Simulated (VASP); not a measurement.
In, 2 atoms in the cell. It takes space group P6_3/mmc (No. 194, hexagonal). The conventional cell has a = 2.791 Å, b = 2.791 Å, c = 4.531 Å, α = 90.00°, β = 90.00°, γ = 120.00°. Within 3.7 Å of In (site symmetry -6m2) lie 12 In at 2.78 to 2.79 Å. 

| Quantity | Value |
| --- | --- |
| Program | VASP 6.6.1 |
| Task | single point |
| Functional | PBE |
| Potentials or basis | VASP PAW PBE potentials, release 64 (In_d) |
| Cutoff | 520 eV |
| k mesh | 13 × 13 × 7 |
| Occupations | fermi-dirac, width 0.08 eV |
| Spin | no spin polarisation |
| Dipole correction | no |
| Further INCAR settings | ALGO = Normal; EDIFF = 1e-06; NBANDS = 20 |

Potentials or basis: VASP PAW PBE potentials, release 64 (In_d).

Run with:

```bash
$ cat potpaw_PBE.64/In_d/POTCAR > POTCAR
$ mpirun -np 1 vasp_std > vasp.out
```

Hardware: 1 thread of Intel Xeon 8259CL, on a shared host.

Question: How long does it take, and how much memory?

Answer: Run time: 58 s on 1 thread of Intel Xeon 8259CL (shared host), peak memory 0.18 GiB. Counts: scf iterations 13, k points 84.
